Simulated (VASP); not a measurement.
# Co (P6_3/mmc) in VASP: notebook

The runs below take Co through single point, with PBE.

Everything below comes from runs of VASP 6.6.1. Logs are shortened: lines on timing, memory, paths and dates and some standing lists are left out, and cuts for length are marked.

## 1. The cell of the first run

It takes space group P6_3/mmc (No. 194, hexagonal). The conventional cell has a = 2.458 Å, b = 2.458 Å, c = 3.961 Å, α = 90.00°, β = 90.00°, γ = 120.00°. Co (site symmetry -6m2) has 12 Co at 2.44 to 2.46 Å within 3.2 Å.

## 2. Single point, PBE

INCAR

```
PREC     = Accurate       # precision mode
ENCUT    = 520            # plane-wave cutoff, eV
EDIFF    = 1E-6           # SCF threshold, eV
ISMEAR   = 1              # smearing method
SIGMA    = 0.1            # smearing width, eV
LREAL    = False          # projectors in reciprocal space
LASPH    = True           # aspherical terms in the spheres
NELM     = 60             # most SCF steps
ALGO     = Normal         # electronic algorithm
ISIF     = 2              # what is computed and relaxed
LWAVE    = False          # write WAVECAR
LCHARG   = True           # write CHGCAR
GGA      = PE             # functional
LELF     = True           # ELF
LVHAR    = True         
NBANDS   = 16             # bands
```

KPOINTS

```
regular mesh
0
Gamma
  15 15 8
```

POSCAR

```
Co
1.0
    2.4583936733      0.0000000000      0.0000000000
   -1.2291968366      2.1290313736      0.0000000000
    0.0000000000      0.0000000000      3.9606917934
Co
2
Direct
    0.3333333333      0.6666666667      0.2500000000
    0.6666666667      0.3333333333      0.7500000000
```

Potentials or basis: VASP PAW PBE potentials, release 64 (Co).

Command:

```bash
$ cat potpaw_PBE.64/Co/POTCAR > POTCAR
$ mpirun -np 1 vasp_std > vasp.out
```

OUTCAR:

```text
PREC = Accurate
   ENCUT = 520
   EDIFF = 1E-6
   ISMEAR = 1
   LREAL = False
   LASPH = True
   NELM = 60
   ISIF = 2
   GGA = PE

 ion  position               nearest neighbor table
   1  0.333  0.667  0.250-   2 2.44   2 2.44   2 2.44   2 2.44   2 2.44   2 2.44
   2  0.667  0.333  0.750-   1 2.44   1 2.44   1 2.44   1 2.44   1 2.44   1 2.44

  LATTYP: Found a hexagonal cell.
 ALAT       =     2.4583936733
 C/A-ratio  =     1.6110893208

  Lattice vectors:

 A1 = (   2.4583936733,   0.0000000000,   0.0000000000)
 A2 = (  -1.2291968366,   2.1290313736,   0.0000000000)
 A3 = (   0.0000000000,   0.0000000000,   3.9606917934)

Analysis of symmetry for initial positions (statically):
=====================================================================
 Subroutine PRICEL returns:
 Original cell was already a primitive cell.

 Routine SETGRP: Setting up the symmetry group for a
 hexagonal supercell.

 Subroutine GETGRP returns: Found 24 space group operations
 (whereof 12 operations were pure point group operations)
 out of a pool of 24 trial point group operations.

The static configuration has the point symmetry D_3d.
 The point group associated with its full space group is D_6h.

Analysis of symmetry for dynamics (positions and initial velocities):
=====================================================================
 Subroutine PRICEL returns:
 Original cell was already a primitive cell.

 Routine SETGRP: Setting up the symmetry group for a
 hexagonal supercell.

 Subroutine GETGRP returns: Found 24 space group operations
 (whereof 12 operations were pure point group operations)
 out of a pool of 24 trial point group operations.

The dynamic configuration has the point symmetry D_3d.
 The point group associated with its full space group is D_6h.

 Subroutine INISYM returns: Found 24 space group operations
 (whereof 12 operations are pure point group operations),
 and found     1 'primitive' translations

----------------------------------------------------------------------------------------

                                     Primitive cell

  volume of cell :      20.7302

  direct lattice vectors                    reciprocal lattice vectors
     2.458393673  0.000000000  0.000000000     0.406769677  0.234848582  0.000000000
    -1.229196837  2.129031374  0.000000000     0.000000000  0.469697165  0.000000000
[... 78 lines left out ...]
   ICHARG =      2    charge: 1-file 2-atom 10-const
   ISPIN  =      1    spin polarized calculation?
   LNONCOLLINEAR =      F non collinear calculations
   LSORBIT =      F    spin-orbit coupling
   LASPH  =      T    aspherical Exc in radial PAW
   ENCUT  =  520.0 eV  38.22 Ry    6.18 a.u.   4.57  4.57  7.36*2*pi/ulx,y,z
   NELM   =     60;   NELMIN=  2; NELMDL= -5     # of ELM steps
   EDIFF  = 0.1E-05   stopping-criterion for ELM
   LREAL  =      F    real-space projection
   EDIFFG = 0.1E-04   stopping-criterion for IOM
   NSW    =      0    number of steps for IOM
   IBRION =     -1    ionic relax: 0-MD 1-quasi-New 2-CG
   NFREE  =      0    steps in history (QN), initial steepest desc. (CG)
   ISIF   =      2    stress and relaxation
   ISYM   =      2    0-nonsym 1-usesym 2-fastsym
   POTIM  = 0.5000    time-step for ionic-motion
   TEBEG  =    0.0;   TEEND  =   0.0 temperature during run
   PSTRESS=    0.0 pullay stress
   NELECT =      18.0000    total number of electrons
   NUPDOWN=      -1.0000    fix difference up-down
   EMIN   =  10.00;   EMAX   =-10.00  energy-range for DOS
   EFERMI =   0.00;   METHOD = LEGACY
   ISMEAR =     1;   SIGMA  =   0.10  broadening in eV -4-tet -1-fermi 0-gaus
   EFERMI_NEDOS =   21; number of points for ismear=-14 and -15
   IALGO  =     38    algorithm
   IMIX   =      4    mixing-type and parameters
     AMIX     =   0.40;   BMIX     =  1.00
     AMIX_MAG =   1.60;   BMIX_MAG =  1.00
  volume/ion in A,a.u.               =      10.37        69.95
  Fermi-wavevector in a.u.,A,eV,Ry     =   1.561819  2.951411 33.188418  2.439280
  Thomas-Fermi vector in A             =   2.664829
   LORBIT       =      0    0 simple, 1 ext, 2 COOP (PROOUT), +10 PAW based schemes
   GGA     = PE    functional components
   LHFCALC =     F    Hartree Fock is set to
   AEXX    =    0.0000 exact exchange contribution
   IVDW    =     0    specifies the selected vdW correction
   LEPSILON=     F    determine dielectric tensor
   LRPA    =     F    only Hartree local field effects (RPA)
 non-spin polarized calculation
 Methfessel and Paxton  Order N= 1 SIGMA  =   0.10
  energy-cutoff  :      520.00
  volume of cell :       20.73
 maximum number of plane-waves:       578
   NGX =  9   NGY =  9   NGZ = 15

 number of electron      17.9999974 magnetization

 Free energy of the ion-electron system (eV)
  ---------------------------------------------------
  ext. energy  EPLUGINS =         0.00000000
  ---------------------------------------------------
  free energy    TOTEN  =       -13.63933623 eV

  energy without entropy =      -13.63863100  energy(sigma->0) =      -13.63910116

 E-fermi :  10.8656     XC(G=0): -13.6928

 val. band max:       10.8654829093   @ k =   0.3333   0.1333   0.3750
 cond. band min:      10.8679243273   @ k =   0.2667   0.2667   0.3750
 fundamental gap:      0.0024414179
 Fermi energy:        10.8656438654

 k-point     1 :       0.0000    0.0000    0.0000
  band No.  band energies     occupation
      1       1.7292      2.00000
      2       5.9855      2.00000
      3       8.9490      2.00000
      4       8.9744      2.00000
      5       8.9744      2.00000
      6       9.3389      2.00000
[... 433 lines left out ...]
      3       7.0073      2.00000
      4       7.9487      2.00000
      5       8.5970      2.00000
      6       8.8329      2.00000
[... 8 lines left out ...]
     15      22.8586      0.00000
     16      24.8168      0.00000

 [... further k-points ...]
[... 5 lines left out ...]
  --------------------------------------------------------------------------------------
  -------------------------------------------------------------------------------------
  Total       -0.2073383     -0.2073383     -0.2005950     -0.0000000     -0.0000000      0.0000000
  in kB      -16.0245424    -16.0245424    -15.5033695     -0.0000000     -0.0000000      0.0000000
  external PRESSURE =     -15.8508181 kB  Pullay stress =       0.0000000 kB

 VOLUME and BASIS-vectors are now :
 -----------------------------------------------------------------------------
  energy-cutoff  :      520.00
  volume of cell :       20.73
      direct lattice vectors                 reciprocal lattice vectors
     2.458393673  0.000000000  0.000000000     0.406769677  0.234848582  0.000000000
    -1.229196837  2.129031374  0.000000000     0.000000000  0.469697165  0.000000000
     0.000000000  0.000000000  3.960691793     0.000000000  0.000000000  0.252481145

 POSITION                                       TOTAL-FORCE (eV/Angst)
 -----------------------------------------------------------------------------------
     -0.00000      1.41935      0.99017         0.000000      0.000000      0.000000
      1.22920      0.70968      2.97052        -0.000000      0.000000      0.000000
 -----------------------------------------------------------------------------------
    total drift:                               -0.000000     -0.000000     -0.000000

  FREE ENERGIE OF THE ION-ELECTRON SYSTEM (eV)
  ---------------------------------------------------
  free  energy   TOTEN  =       -13.6393362323 eV

  energy  without entropy=      -13.6386310009  energy(sigma->0) =      -13.63910116
```

It took 32 s on 1 thread of Intel Xeon Platinum 8259CL at 2.50GHz (Skylake/Cascade Lake), shared host; peak memory 0.16 GiB.

Results:

| Quantity | Value |
| --- | --- |
| Free energy | -13.6393 eV |
| Pressure | -1.6 GPa |
| Band gap on the k mesh | zero (band 9 reaches 11.21 eV, above the bottom of band 10 at 9.67 eV) |

Caveat: the run has no spin polarisation, though such a crystal can be magnetic.

(Part 1 of 2 ends here.)
